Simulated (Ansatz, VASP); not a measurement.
**One calculation of SnO, two programs**

INCAR

```
ALGO = Normal ; DIPOL = 0.5 0.5 0.399
EDIFF = 1E-7 ; ENCUT = 520
GGA = PE ; IDIPOL = 3
ISIF = 2 ; ISMEAR = 0
IVDW = 12 ; LASPH = True
LCHARG = False ; LDIPOL = True
LREAL = False ; LWAVE = False
NBANDS = 50 ; NELM = 60
PREC = Accurate ; SIGMA = 0.05
```

File KPOINTS:

```
k-points
0
Gamma
  7 7 1
```

POSCAR

```
SnO
1.0
    3.8201528477      0.0002954339      0.0000000000
   -0.0003145169      3.8201528461      0.0000000000
    0.0000000000      0.0000000000     22.2260749922
Sn O
4 4
Direct
    0.9999452930      0.9999452930      0.2024648977
    0.4999452930      0.4999452930      0.3087831522
    0.6249452930      0.6249452930      0.4887519501
    0.1249452930      0.1249452930      0.5950702046
    0.9999461076      0.4999461076      0.2556240249
    0.4999461076      0.9999461076      0.2556240249
    0.6249461076      0.1249461076      0.5419110773
    0.1249461076      0.6249461076      0.5419110773
```

Input for Ansatz:

```yaml
crystal:
  lattice:
    - [3.8201528477, 0.0002954339, 0.0]
    - [-0.0003145169, 3.8201528461, 0.0]
    - [0.0, 0.0, 22.2260749922]
  atoms:
    - { symbol: Sn, position: [0.999945293, 0.999945293, 0.2024648977] }
    - { symbol: O, position: [0.9999461076, 0.4999461076, 0.2556240249] }
    - { symbol: O, position: [0.4999461076, 0.9999461076, 0.2556240249] }
    - { symbol: Sn, position: [0.499945293, 0.499945293, 0.3087831522] }
    - { symbol: Sn, position: [0.624945293, 0.624945293, 0.4887519501] }
    - { symbol: O, position: [0.6249461076, 0.1249461076, 0.5419110773] }
    - { symbol: O, position: [0.1249461076, 0.6249461076, 0.5419110773] }
    - { symbol: Sn, position: [0.124945293, 0.124945293, 0.5950702046] }
basis:
  ecutwfc: 420
kpoints:
  mp_grid: { grid: [7, 7, 1] }
hamiltonian:
  xc: pbe
  pseudopotentials: { kind: paw, azcp: { folder: soft_1 } }
  dispersion: d3bj
scf:
  occupations: { method: gaussian, width: 0.05 }
output:
  forces: true
  eigenvalues: true
efield:
  axis: 3
  dipole_correction: true
  ramp_width: 0.04
```

Alike in both runs: task single point; functional PBE; dispersion D3(BJ); k mesh 7 × 7 × 1; occupations gaussian, width 0.05 eV; no spin polarisation.

```csv
,VASP,Ansatz
version,VASP 6.6.1,Ansatz 0.2.0
potentials or method,"VASP PAW PBE potentials, release 64 (Sn_d, O), cutoff 520 eV","scalar-relativistic, plane waves, PAW"
valence electrons in the cell,80,80
```

Ansatz gave:

```
gap on the k mesh at the Fermi level (eV) : 2.30
least direct gap on the mesh (eV)         : 2.54
rms of the force components (eV/Å)        : 0.039
```

**Question.** What did VASP give for the same quantities?

**Answer.** gap on the k mesh at the Fermi level (eV): 2.29; least direct gap on the mesh (eV): 2.50; rms of the force components (eV/Å): 0.031.
